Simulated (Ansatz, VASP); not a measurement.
One calculation of Si5Ge2, two programs

```
Si Ge
1.0
     2.18706    1.26270    8.24406
    -2.18706    1.26270    8.24406
     0.00000   -2.52539    8.24406
Si Ge
5 2
Direct
  0.50000 0.50000 0.50000
  0.85083 0.85083 0.85083
  0.14917 0.14917 0.14917
  0.05093 0.05093 0.05093
  0.94907 0.94907 0.94907
  0.39545 0.39545 0.39545
  0.60455 0.60455 0.60455
```

Alike in both runs: functional PBE; k mesh 4 × 4 × 4; occupations gaussian, width 0.2 eV; no spin polarisation.

Ansatz relaxed the structure, and its values are those at the end. VASP's run is a single point on that final structure, the one shown.

|  | VASP | Ansatz |
| --- | --- | --- |
| version | VASP 6.6.1 | Ansatz 0.2.0 |
| potentials or method | VASP PAW PBE potentials, release 64 (Si, Ge_d), cutoff 500 eV | scalar-relativistic, plane waves, PAW |
| valence electrons in the cell | 48 | 48 |

|  | VASP | Ansatz | Ansatz less VASP |
| --- | --- | --- | --- |
| gap on the k mesh at the Fermi level (eV) | none | none | - |
| pressure (GPa) | -0.2 | -0.1 | +0.11 |
| rms of the force components (eV/Å) | 0.019 | 0.018 | -0.0006 |

A gap of «none» marks a metal or a gap that the smearing closes. The functional is the same, so the differences come from potentials, cutoffs and numerics.

The k mesh is coarse, so the values compare programs but aren't converged.
